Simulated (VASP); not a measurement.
Set up this calculation in VASP 6.6.1, as the native input.

| Quantity | Value |
| --- | --- |
| Task | relaxation of cell and atoms |
| Functional | PBE |
| Potentials or basis | VASP PAW PBE potentials, release 64 (Tm_3, Zr_sv, O), 4f in core |
| Cutoff | 600 eV |
| k mesh | 6 × 6 × 10 |
| Occupations | gaussian, width 0.1 eV |
| Spin | no spin polarisation |
| Dipole correction | no |
| Further INCAR settings | ALGO = Normal; EDIFF = 1e-07; IBRION = 2; EDIFFG = -0.01; NSW = 100; ISIF = 3 |

The structure of Tm3ZrO lies in POSCAR:

```
Tm3ZrO
1.0
    6.3986481262      0.0000000000      0.0000000000
    0.0000000000      6.3986481262      0.0000000000
    0.0000000000      0.0000000000      3.9219117817
Tm Zr O
3 1 1
Direct
    0.0000000000      0.5000000000      0.0000000000
    0.5000000000      0.0000000000      0.0000000000
    0.0000000000      0.0000000000      0.0000000000
    0.5000000000      0.5000000000      0.0000000000
    0.5000000000      0.5000000000      0.5000000000
```

The cell was generated, and may not be a known phase.

These files were run (other wordings do the same):

INCAR

```
ALGO     = Normal         # electronic algorithm
EDIFF    = 1E-7           # SCF threshold, eV
EDIFFG   = -0.01          # ionic threshold
ENCUT    = 600            # plane-wave cutoff, eV
GGA      = PE             # functional
GGA_COMPAT= F            
IBRION   = 2              # ionic algorithm
ISIF     = 3              # what is computed and relaxed
ISMEAR   = 0              # smearing method
LASPH    = T              # aspherical terms in the spheres
LCHARG   = F              # write CHGCAR
LMAXMIX  = 6              # l up to which the mixer works
LREAL    = F              # projectors in reciprocal space
LWAVE    = F              # write WAVECAR
NELM     = 200            # most SCF steps
NELMIN   = 4            
NSW      = 100            # ionic steps
PREC     = Accurate       # precision mode
SIGMA    = 0.1            # smearing width, eV
```

KPOINTS

```
k-points
0
Gamma
  6 6 10
```

Potentials or basis: VASP PAW PBE potentials, release 64 (Tm_3, Zr_sv, O), 4f in core.

Run with:

```sh
$ cat potpaw_PBE.64/Tm_3/POTCAR potpaw_PBE.64/Zr_sv/POTCAR potpaw_PBE.64/O/POTCAR > POTCAR
$ mpirun -np 1 vasp_std > vasp.out
```

It gave:

- Relaxed volume: 32.03 Å³/atom
- Relaxed cell: a = 6.384 Å, b = 6.384 Å, c = 3.930 Å, α = 90.00°, β = 90.00°, γ = 90.00°
- Space group after relaxing (to 0.1 Å): P4/mmm (No. 123)
- Energy gained by relaxing: 0.2 meV/atom
- Ionic steps: 4
- Pressure after relaxing: 0.0 GPa
- Band gap on the k mesh: zero (an odd number of electrons rules out a gap without spin polarisation)

Caveat: spin-orbit coupling is left out, which moves the levels of the heavy elements; the 4f electrons are frozen in the core, so they carry no moment and show no levels; an odd number of electrons without spin polarisation forces a metal; a magnetic or distorted state may lie lower; the run has no spin polarisation, though such a crystal can be magnetic.

Run time: 11 min on 1 thread of Intel(R) Xeon(R) 6975P-C (Granite Rapids) (shared host), peak memory 0.54 GiB.
